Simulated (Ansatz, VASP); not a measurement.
## Li2O in VASP and in Ansatz

INCAR

```
ALGO = Normal ; EDIFF = 1E-6
ENCUT = 750 ; GGA = PE
GGA_COMPAT = F ; ISIF = 2
ISMEAR = 0 ; LASPH = T
LCHARG = T ; LELF = T
LREAL = F ; LVHAR = T
LWAVE = F ; NBANDS = 13
NELM = 120 ; PREC = Accurate
SIGMA = 0.05
```

KPOINTS

```
k-points
0
Gamma
  8 8 8
```

Contents of POSCAR:

```
Li2O
1.0
    0.0000000000      2.2748575000      2.3095000000
    2.2748575000      0.0000000000      2.3095000000
    2.2748575000      2.2748575000      0.0000000000
Li O
2 1
Direct
    0.2500000000      0.2500000000      0.2500000000
    0.7500000000      0.7500000000      0.7500000000
    0.0000000000      0.0000000000      0.0000000000
```

Input for Ansatz:

```yaml
crystal:
  lattice:
    - [0.0, 2.2748575, 2.3095]
    - [2.2748575, 0.0, 2.3095]
    - [2.2748575, 2.2748575, 0.0]
  atoms:
    - { symbol: Li, position: [0.25, 0.25, 0.25] }
    - { symbol: Li, position: [0.75, 0.75, 0.75] }
    - { symbol: O, position: [0.0, 0.0, 0.0] }
basis:
  ecutwfc: 420
kpoints:
  mp_grid: { grid: [8, 8, 8] }
hamiltonian:
  xc: pbe
scf:
  occupations: { method: gaussian, width: 0.05 }
output:
  forces: true
  stress: true
  eigenvalues: true
```

Change from the starting cell: strain -0.015 along x and y, +0.000 along z, atoms carried along.

Alike in both runs: task single point; functional PBE; k mesh 8 × 8 × 8; occupations gaussian, width 0.05 eV; no spin polarisation.

```csv
,VASP,Ansatz
version,VASP 6.6.1,Ansatz 0.2.0
potentials or method,"VASP PAW PBE potentials, release 64 (Li_sv, O), cutoff 750 eV","scalar-relativistic, plane waves, PAW"
valence electrons in the cell,12,12
```

Ansatz gave:

* gap on the k mesh at the Fermi level (eV): 5.02
* least direct gap on the mesh (eV): 5.48
* pressure (GPa): 3.0
* traceless stress, the component that is largest in VASP (GPa): -1.94

Task: What did VASP give for the same quantities?

Result: gap on the k mesh at the Fermi level (eV): 5.01; least direct gap on the mesh (eV): 5.48; pressure (GPa): 2.7; traceless stress, the component that is largest in VASP (GPa): -1.94.

With one functional, cell and mesh, what is left measures potentials, basis and numerics.
